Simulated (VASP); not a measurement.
# AlN (P1) in VASP: a series of runs

Runs on AlN. Level: PBE. Tasks: electric field gradients.

Everything below comes from runs of VASP 6.6.1. Logs are shortened: lines on timing, memory, paths and dates and some standing lists are left out, and cuts for length are marked.

### 1 The cell of the first run

The typed cell holds 4 atoms: a = 3.111 Å, b = 3.124 Å, c = 4.978 Å, α = 90.21°, β = 90.57°, γ = 120.43°.

### 2 Electric field gradients, PBE (equal xy, yz and zx shear strains of -1 %)

File INCAR:

```
PREC     = Accurate       # precision mode
ENCUT    = 520            # plane-wave cutoff, eV
EDIFF    = 1E-8           # SCF threshold, eV
ISMEAR   = -1             # smearing method
SIGMA    = 0.02           # smearing width, eV
LREAL    = F              # projectors in reciprocal space
LASPH    = T              # aspherical terms in the spheres
NELM     = 80             # most SCF steps
ALGO     = Normal         # electronic algorithm
ISIF     = 2              # what is computed and relaxed
LWAVE    = F              # write WAVECAR
LCHARG   = F              # write CHGCAR
GGA      = PE             # functional
LEFG     = T            
NBANDS   = 16             # bands
```

File KPOINTS:

```
regular mesh
0
Gamma
  11 11 6
```

File POSCAR:

```
AlN
1.0
    3.1110021516     -0.0155550108     -0.0155550108
   -1.5689721103      2.7019843999     -0.0056935291
   -0.0248900000     -0.0248900000      4.9780000000
Al N
2 2
Direct
    0.3333333333      0.6666666667      0.0000000000
    0.6666666667      0.3333333333      0.5000000000
    0.3333333333      0.6666666667      0.3850000000
    0.6666666667      0.3333333333      0.8850000000
```

Potentials or basis: VASP PAW PBE potentials, release 64 (Al, N).

On the command line:

```
> cat potpaw_PBE.64/Al/POTCAR potpaw_PBE.64/N/POTCAR > POTCAR
> mpirun -np 1 vasp_std > vasp.out
```

OUTCAR:

```text
PREC = Accurate
   ENCUT = 520
   EDIFF = 1E-8
   ISMEAR = -1
   LREAL = F
   LASPH = T
   NELM = 80
   ISIF = 2
   GGA = PE

 ion  position               nearest neighbor table
   1  0.333  0.667  0.000-   4 1.87   4 1.89   4 1.89   3 1.92   2 3.04   2 3.05   2 3.07   2 3.08
                             2 3.08   2 3.08
   2  0.667  0.333  0.500-   3 1.88   3 1.89   3 1.89   4 1.92   1 3.04   1 3.05   1 3.07   1 3.08
                             1 3.08   1 3.08
   3  0.333  0.667  0.385-   2 1.88   2 1.89   2 1.89   1 1.92
   4  0.667  0.333  0.885-   1 1.87   1 1.89   1 1.89   2 1.92

  LATTYP: Found a triclinic cell.
 ALAT       =     3.0976137608
 B/A-ratio  =     1.0043472705
 C/A-ratio  =     1.6070836563
 COS(alpha) =     0.0099745013
 COS(beta)  =     0.0136846555
 COS(gamma) =     0.4934979113

  Lattice vectors:

 A1 = (   1.5420300413,   2.6864293891,  -0.0212485399)
 A2 = (   3.1110021516,  -0.0155550108,  -0.0155550108)
 A3 = (   0.0248900000,   0.0248900000,  -4.9780000000)

Analysis of symmetry for initial positions (statically):
=====================================================================
 Subroutine PRICEL returns:
 Original cell was already a primitive cell.

 Routine SETGRP: Setting up the symmetry group for a
 triclinic supercell.

 Subroutine GETGRP returns: Found  1 space group operations
 (whereof  1 operations were pure point group operations)
 out of a pool of  2 trial point group operations.

The static configuration has the point symmetry C_1 .

Analysis of symmetry for dynamics (positions and initial velocities):
=====================================================================
 Subroutine PRICEL returns:
 Original cell was already a primitive cell.

 Routine SETGRP: Setting up the symmetry group for a
 triclinic supercell.

 Subroutine GETGRP returns: Found  1 space group operations
 (whereof  1 operations were pure point group operations)
 out of a pool of  2 trial point group operations.

The dynamic configuration has the point symmetry C_1 .

 Subroutine INISYM returns: Found  1 space group operations
 (whereof  1 operations are pure point group operations),
 and found     1 'primitive' translations

[... 141 lines left out ...]
  free energy    TOTEN  =       -29.76217493 eV

  energy without entropy =      -29.76217493  energy(sigma->0) =      -29.76217493

 E-fermi :   6.6387     XC(G=0): -10.9155

 val. band max:        6.2266197399   @ k =   0.0000   0.0000   0.0000
 cond. band min:      10.3827381653   @ k =   0.0000   0.0000   0.0000
 fundamental gap:      4.1561184254
 Fermi energy:         6.6386642908

 k-point     1 :       0.0000    0.0000    0.0000
  band No.  band energies     occupation
      1      -9.0306      2.00000
      2      -6.8795      2.00000
      3       0.1871      2.00000
      4       5.2460      2.00000
      5       5.3012      2.00000
      6       5.9018      2.00000
[... 433 lines left out ...]
      3       1.6247      2.00000
      4       2.2116      2.00000
      5       2.3529      2.00000
      6       3.6003      2.00000
[... 8 lines left out ...]
     15      18.4214      0.00000
     16      20.8442      0.00000

 [... further k-points ...]
[... 5 lines left out ...]
  --------------------------------------------------------------------------------------
  -------------------------------------------------------------------------------------
  Total        1.1494060      1.1496777      0.6792723      0.4719788      0.3360340      0.3361642
  in kB       44.1398223     44.1502564     26.0856116     18.1250667     12.9044736     12.9094765
  external PRESSURE =      38.1252301 kB  Pullay stress =       0.0000000 kB

 VOLUME and BASIS-vectors are now :
 -----------------------------------------------------------------------------
  energy-cutoff  :      520.00
  volume of cell :       41.72
      direct lattice vectors                 reciprocal lattice vectors
     3.111002152 -0.015555011 -0.015555011     0.322388609  0.187208055  0.002547983
    -1.568972110  2.701984400 -0.005693529     0.001865253  0.371185396  0.001865253
    -0.024890000 -0.024890000  4.978000000     0.001009518  0.001009518  0.200893984

 POSITION                                       TOTAL-FORCE (eV/Angst)
 -----------------------------------------------------------------------------------
     -0.00898      1.79614     -0.00898         0.155127      0.058577      0.185489
      1.53857      0.87785      2.47673        -0.041707      0.054604      0.181990
     -0.01856      1.78656      1.90755         0.058976     -0.054702     -0.181548
      1.52898      0.86826      4.39326        -0.172397     -0.058479     -0.185931
 -----------------------------------------------------------------------------------
    total drift:                               -0.000173     -0.000366      0.000215

  FREE ENERGIE OF THE ION-ELECTRON SYSTEM (eV)
  ---------------------------------------------------
  free  energy   TOTEN  =       -29.7621749341 eV

  energy  without entropy=      -29.7621749341  energy(sigma->0) =      -29.76217493

 Electric field gradients (V/A^2)
---------------------------------------------------------------------
 ion       V_xx      V_yy      V_zz      V_xy      V_xz      V_yz
---------------------------------------------------------------------
   1      -5.398    -3.224     8.621    -2.001    -1.113     0.018
   2      -3.224    -5.364     8.588     0.156     1.163     0.032
   3      -0.147    -0.454     0.601    -1.238    -0.938    -1.103
   4      -0.439    -0.170     0.609    -1.526    -1.278    -1.111
---------------------------------------------------------------------

 Electric field gradients after diagonalization (V/A^2)
 (convention: |V_zz| > |V_xx| > |V_yy|)
----------------------------------------------------------------------
 ion       V_xx      V_yy      V_zz     asymmetry (V_yy - V_xx)/ V_zz
----------------------------------------------------------------------
   1      -6.647    -2.065     8.712       0.526
   2      -5.376    -3.326     8.702       0.236
   3       1.332     0.945    -2.277       0.170
   4       1.481     1.221    -2.702       0.096
----------------------------------------------------------------------

           NMR quadrupolar parameters

 Cq : quadrupolar parameter    Cq=e*Q*V_zz/h
 eta: asymmetry parameters     (V_yy - V_xx)/ V_zz
 Q  : nuclear electric quadrupole moment in mb (millibarn)
----------------------------------------------------------------------
 ion       Cq(MHz)       eta       Q (mb)
----------------------------------------------------------------------
   1       0.021       0.526       1.000
   2       0.021       0.236       1.000
   3      -0.006       0.170       1.000
   4      -0.007       0.096       1.000
----------------------------------------------------------------------
```

OSZICAR:

```text
N       E                     dE             d eps       ncg     rms          rms(c)
DAV:   1     0.413289385877E+02    0.41329E+02   -0.73071E+03 11648   0.893E+02
DAV:   2    -0.310384094254E+02   -0.72367E+02   -0.66533E+02 16168   0.188E+02
DAV:   3    -0.344936610563E+02   -0.34553E+01   -0.34453E+01 14696   0.424E+01
DAV:   4    -0.345147057538E+02   -0.21045E-01   -0.21043E-01 14656   0.374E+00
DAV:   5    -0.345149809416E+02   -0.27519E-03   -0.27519E-03 14728   0.431E-01    0.122E+01
DAV:   6    -0.297502608940E+02    0.47647E+01   -0.10663E+01 14088   0.237E+01    0.416E+00
DAV:   7    -0.297738829283E+02   -0.23622E-01   -0.68033E-01 12664   0.581E+00    0.295E+00
DAV:   8    -0.297666859459E+02    0.71970E-02   -0.60376E-02 13728   0.226E+00    0.596E-01
DAV:   9    -0.297616323574E+02    0.50536E-02   -0.12216E-02 15816   0.817E-01    0.247E-01
DAV:  10    -0.297622550238E+02   -0.62267E-03   -0.22974E-03 13128   0.301E-01    0.133E-01
DAV:  11    -0.297621714285E+02    0.83595E-04   -0.18194E-04 13656   0.103E-01    0.326E-02
DAV:  12    -0.297621749714E+02   -0.35429E-05   -0.11613E-05 12968   0.272E-02    0.717E-03
DAV:  13    -0.297621748906E+02    0.80783E-07   -0.44781E-06 13560   0.164E-02    0.516E-03
DAV:  14    -0.297621749108E+02   -0.20234E-07   -0.33916E-07 14088   0.495E-03    0.172E-03
DAV:  15    -0.297621749354E+02   -0.24590E-07   -0.33970E-08 15168   0.135E-03    0.205E-04
DAV:  16    -0.297621749341E+02    0.12618E-08   -0.66898E-10  7072   0.226E-04
   1 F= -.29762175E+02 E0= -.29762175E+02  d E =-.212818E-11
```

It took 1.7 min on 1 thread of Intel Xeon 6975P-C (Granite Rapids), shared host; peak memory 0.31 GiB.

What came out:

| Quantity | Value |
| --- | --- |
| Free energy | -29.7622 eV |
| Pressure | 3.8 GPa |
| Largest force | 0.260 eV/Å |
| Band gap on the k mesh | 4.16 eV |
| Largest electric field gradient by atom | Al +8.7; N -2.3, -2.7 V/Å² |

Forces in eV/Å, atoms in the order of the input:
```
Al   0.155  0.059  0.185
Al  -0.042  0.055  0.182
N    0.059 -0.055 -0.182
N   -0.172 -0.058 -0.186
```

Electric field gradients, principal values (V/Å²):
| atom | least | middle | greatest (by size) |
| --- | --- | --- | --- |
| 1 Al | -2.065 | -6.647 | 8.712 |
| 2 Al | -3.326 | -5.376 | 8.702 |
| 3 N | 0.945 | 1.332 | -2.277 |
| 4 N | 1.221 | 1.481 | -2.702 |

Caveat: the cell differs from its parent crystal (equal xy, yz and zx shear strains of -1 %); the cell stands under pressure; without QUAD_EFG the Cq values of the log hold for a quadrupole moment of 1 mb, not for the nuclei; an odd mesh through Γ misses points on the zone boundary, where band edges can lie.

### 3 Electric field gradients, PBE (equal xy, yz and zx shear strains of +2 %)

File INCAR:

```
PREC     = Accurate       # precision mode
ENCUT    = 520            # plane-wave cutoff, eV
EDIFF    = 1E-8           # SCF threshold, eV
ISMEAR   = -1             # smearing method
SIGMA    = 0.02           # smearing width, eV
LREAL    = False          # projectors in reciprocal space
LASPH    = True           # aspherical terms in the spheres
NELM     = 60             # most SCF steps
ALGO     = Normal         # electronic algorithm
ISIF     = 2              # what is computed and relaxed
LWAVE    = False          # write WAVECAR
LCHARG   = False          # write CHGCAR
GGA      = PE             # functional
LEFG     = True         
NBANDS   = 16             # bands
```

KPOINTS is that of step 2.

File POSCAR:

```
AlN
1.0
    3.1110021516      0.0311100215      0.0311100215
   -1.5285590069      2.6786518837      0.0113870582
    0.0497800000      0.0497800000      4.9780000000
Al N
2 2
Direct
    0.3333333333      0.6666666667      0.0000000000
    0.6666666667      0.3333333333      0.5000000000
    0.3333333333      0.6666666667      0.3850000000
    0.6666666667      0.3333333333      0.8850000000
```

Potentials or basis: VASP PAW PBE potentials, release 64 (Al, N).

On the command line:

```
> cat potpaw_PBE.64/Al/POTCAR potpaw_PBE.64/N/POTCAR > POTCAR
> mpirun -np 1 vasp_std > vasp.out
```

OUTCAR:

```text
PREC = Accurate
   ENCUT = 520
   EDIFF = 1E-8
   ISMEAR = -1
   LREAL = False
   LASPH = True
   NELM = 60
   ISIF = 2
   GGA = PE

 ion  position               nearest neighbor table
   1  0.333  0.667  0.000-   4 1.87   4 1.87   4 1.91   3 1.92   2 3.04   2 3.04   2 3.05   2 3.07
                             2 3.10   2 3.12
   2  0.667  0.333  0.500-   3 1.87   3 1.89   3 1.90   4 1.92   1 3.04   1 3.04   1 3.05   1 3.07
                             1 3.10   1 3.12
   3  0.333  0.667  0.385-   2 1.87   2 1.89   2 1.90   1 1.92
   4  0.667  0.333  0.885-   1 1.87   1 1.87   1 1.91   2 1.92

  LATTYP: Found a triclinic cell.
 ALAT       =     3.1382705254
 B/A-ratio  =     2.3142612988
 C/A-ratio  =     0.9914101449
 COS(alpha) =     0.0011357214
 COS(beta)  =     0.5129592076
 COS(gamma) =     0.6258032933

  Lattice vectors:

 A1 = (  -1.5824431447,  -2.7097619052,  -0.0424970797)
 A2 = (  -0.0041041378,  -5.3386337889,   4.9241158621)
 A3 = (  -3.1110021516,  -0.0311100215,  -0.0311100215)

[... 663 lines left out ...]
      0.01796      1.79614      0.01796        -0.281056     -0.091762      0.197567
      1.58937      0.93851      2.51354         0.081211     -0.106788      0.184073
      0.03713      1.81530      1.93449        -0.111480      0.106661     -0.182273
      1.60854      0.95768      4.43007         0.311325      0.091890     -0.199366
 -----------------------------------------------------------------------------------
    total drift:                               -0.000052      0.000240     -0.000147

  FREE ENERGIE OF THE ION-ELECTRON SYSTEM (eV)
  ---------------------------------------------------
  free  energy   TOTEN  =       -29.7448638118 eV

  energy  without entropy=      -29.7448638118  energy(sigma->0) =      -29.74486381

 Electric field gradients (V/A^2)
---------------------------------------------------------------------
 ion       V_xx      V_yy      V_zz      V_xy      V_xz      V_yz
---------------------------------------------------------------------
   1      -2.261    -6.445     8.706     3.995     2.226    -0.083
   2      -6.439    -2.137     8.575    -0.248    -2.333    -0.026
   3      -0.498    -0.069     0.567     2.554     1.931     2.253
   4      -0.005    -0.593     0.598     3.061     2.543     2.218
---------------------------------------------------------------------

 Electric field gradients after diagonalization (V/A^2)
 (convention: |V_zz| > |V_xx| > |V_yy|)
----------------------------------------------------------------------
 ion       V_xx      V_yy      V_zz     asymmetry (V_yy - V_xx)/ V_zz
----------------------------------------------------------------------
   1      -8.949    -0.224     9.173       0.951
   2      -6.806    -2.123     8.929       0.524
   3      -2.853    -1.657     4.510       0.265
   4      -3.376    -1.856     5.233       0.290
----------------------------------------------------------------------

           NMR quadrupolar parameters

 Cq : quadrupolar parameter    Cq=e*Q*V_zz/h
 eta: asymmetry parameters     (V_yy - V_xx)/ V_zz
 Q  : nuclear electric quadrupole moment in mb (millibarn)
----------------------------------------------------------------------
 ion       Cq(MHz)       eta       Q (mb)
----------------------------------------------------------------------
   1       0.022       0.951       1.000
   2       0.022       0.524       1.000
   3       0.011       0.265       1.000
   4       0.013       0.290       1.000
----------------------------------------------------------------------
```

OSZICAR:

```text
N       E                     dE             d eps       ncg     rms          rms(c)
DAV:   1     0.421275588792E+02    0.42128E+02   -0.73192E+03 11656   0.895E+02
DAV:   2    -0.309709486229E+02   -0.73099E+02   -0.67171E+02 16440   0.188E+02
DAV:   3    -0.344807342693E+02   -0.35098E+01   -0.34992E+01 14496   0.426E+01
DAV:   4    -0.345021132274E+02   -0.21379E-01   -0.21378E-01 14768   0.377E+00
DAV:   5    -0.345023929356E+02   -0.27971E-03   -0.27971E-03 14624   0.434E-01    0.122E+01
DAV:   6    -0.297332238052E+02    0.47692E+01   -0.10676E+01 14152   0.237E+01    0.416E+00
DAV:   7    -0.297567502658E+02   -0.23526E-01   -0.68353E-01 12760   0.581E+00    0.295E+00
DAV:   8    -0.297494377157E+02    0.73126E-02   -0.61188E-02 14008   0.227E+00    0.596E-01
DAV:   9    -0.297443246351E+02    0.51131E-02   -0.12411E-02 15792   0.823E-01    0.247E-01
DAV:  10    -0.297449443403E+02   -0.61971E-03   -0.22970E-03 13120   0.302E-01    0.134E-01
DAV:  11    -0.297448601477E+02    0.84193E-04   -0.18794E-04 13816   0.106E-01    0.316E-02
DAV:  12    -0.297448638015E+02   -0.36538E-05   -0.11084E-05 13520   0.265E-02    0.738E-03
DAV:  13    -0.297448637644E+02    0.37093E-07   -0.45921E-06 13272   0.167E-02    0.413E-03
DAV:  14    -0.297448637911E+02   -0.26658E-07   -0.31322E-07 14400   0.474E-03    0.152E-03
DAV:  15    -0.297448638092E+02   -0.18104E-07   -0.21130E-08 14560   0.102E-03    0.419E-04
DAV:  16    -0.297448638118E+02   -0.26151E-08   -0.41166E-10  7096   0.181E-04
   1 F= -.29744864E+02 E0= -.29744864E+02  d E =-.312142E-11
```

stdout:

```text
POSCAR found type information on POSCAR AlN
 POSCAR found :  2 types and       4 ions
 scaLAPACK will be used
 LDA part: xc-table for (Slater+PW92), standard interpolation
 POSCAR, INCAR and KPOINTS ok, starting setup
 FFT: planning ... GRIDC
 FFT: planning ... GRID_SOFT
 FFT: planning ... GRID
 WAVECAR not read
 entering main loop
ion   1
     0.0000349    -0.2405204    -0.0018711    -0.4301424    -0.1368082    -0.1215118
     0.0000480    -0.2405204    -0.0018711    -0.4301424    -0.1368082    -0.1215118
     0.0000661    -0.2405204    -0.0018711    -0.4301424    -0.1368082    -0.1215118
     0.0000910    -0.2405204    -0.0018711    -0.4301424    -0.1368082    -0.1215118

     0.0000349    -3.7088721    -0.0284128    -6.6646735    -2.1052145    -1.8762055
     0.0000480    -3.7088690    -0.0284127    -6.6646679    -2.1052127    -1.8762039
     0.0000661    -3.7088638    -0.0284127    -6.6646586    -2.1052097    -1.8762012
     0.0000910    -3.7088551    -0.0284126    -6.6646430    -2.1052048    -1.8761968
[... 23 lines left out ...]
ion   4
     0.0000281    -1.4935243    -0.9508357    -0.5208681    -1.1866472    -0.2187315
     0.0000381    -1.4935243    -0.9508357    -0.5208681    -1.1866472    -0.2187315
     0.0000517    -1.4935243    -0.9508357    -0.5208681    -1.1866472    -0.2187315
     0.0000701    -1.4935243    -0.9508357    -0.5208681    -1.1866472    -0.2187315

     0.0000281    -3.1246169    -2.0941999    -0.8115038    -2.5296753    -0.3979773
     0.0000381    -3.1246166    -2.0941997    -0.8115038    -2.5296751    -0.3979773
     0.0000517    -3.1246161    -2.0941993    -0.8115037    -2.5296747    -0.3979772
     0.0000701    -3.1246152    -2.0941987    -0.8115035    -2.5296740    -0.3979771
```

It took 1.8 min on 1 thread of Intel Xeon 6975P-C (Granite Rapids), shared host; peak memory 0.3 GiB.

Results:

```
Free energy                             : -29.7449 eV
Pressure                                : 3.9 GPa
Largest force                           : 0.381 eV/Å
Band gap on the k mesh                  : 4.13 eV
Largest electric field gradient by atom : Al +9.2, +8.9; N +4.5, +5.2 V/Å²
```

Forces in eV/Å, atoms in the order of the input:
```
Al  -0.281 -0.092  0.198
Al   0.081 -0.107  0.184
N   -0.111  0.107 -0.182
N    0.311  0.092 -0.199
```

Levels at points of the mesh, in eV from the valence-band top:
```
           k point  band 5  band 6  band 7  band 8  band 9  band 10  band 11  band 12
(0.00, 0.00, 0.00)   -0.91   -0.38   -0.26    0.00    4.13     6.59    10.54    10.91
(0.00, 0.00, 0.50)   -0.75   -0.69   -0.61   -0.55    6.39     6.41    10.25    10.26
```

Electric field gradients, principal values (V/Å²):
```
atom   least  middle  greatest (by size)
1 Al  -0.224  -8.949               9.173
2 Al  -2.123  -6.806               8.929
 3 N  -1.657  -2.853               4.510
 4 N  -1.856  -3.376               5.233
```

Caveat: the cell differs from its parent crystal (equal xy, yz and zx shear strains of +2 %); the cell stands under pressure; without QUAD_EFG the Cq values of the log hold for a quadrupole moment of 1 mb, not for the nuclei; an odd mesh through Γ misses points on the zone boundary, where band edges can lie.
